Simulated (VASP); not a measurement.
A run of VASP 6.6.1 is set up as follows.

The input INCAR:

```
SYSTEM = NiMoIrPdW
PREC = Accurate
ENCUT = 520
EDIFF = 1E-6
ISMEAR = -1
SIGMA = 0.05
LREAL = .False.
LASPH = .True.
NELM = 150
ALGO = Normal
ISIF = 2
LWAVE = .False.
LCHARG = .True.
ISPIN = 2
MAGMOM = 1 1 0 0.6 0
LORBIT = 11
LMAXMIX = 4
GGA = PE
LELF = .True.
LVHAR = .True.
NBANDS = 40
```

File KPOINTS:

```
Automatic mesh
0
Gamma
  4 4 3
  0 0 0
```

Contents of POSCAR:

```
NiMoIrPdW
1.0
    4.1467000000      0.0000000000      0.0000000000
   -2.0733500000      3.5911500000      0.0000000000
    0.0000000000      0.0000000000      5.4162900000
Ni Mo Pd Ir W
1 1 1 1 1
Direct
    0.0000000000      0.0000000000      0.0222100000
    0.6666700000      0.3333300000      0.4599600000
    0.3333300000      0.6666700000      0.7460100000
    0.3333300000      0.6666700000      0.2564100000
    0.6666700000      0.3333300000      0.9998500000
```

Potentials or basis: VASP PAW PBE potentials, release 64 (Ni, Mo_sv, Pd, Ir, W_sv).

Run with:

```console
$ cat potpaw_PBE.64/Ni/POTCAR potpaw_PBE.64/Mo_sv/POTCAR potpaw_PBE.64/Pd/POTCAR potpaw_PBE.64/Ir/POTCAR potpaw_PBE.64/W_sv/POTCAR > POTCAR
$ mpirun -np 1 vasp_std > vasp.out
```

(1) Estimate the largest force.

(2) Predict the net moment.

(3) Predict the pressure.

Answers

(1) 0.304 eV/Å.

(2) 0.00 μB per cell.

(3) 0.0 GPa.

Caveat: the k points lie up to 0.44 Å⁻¹ apart; the moments typed at the start vanished in this run.
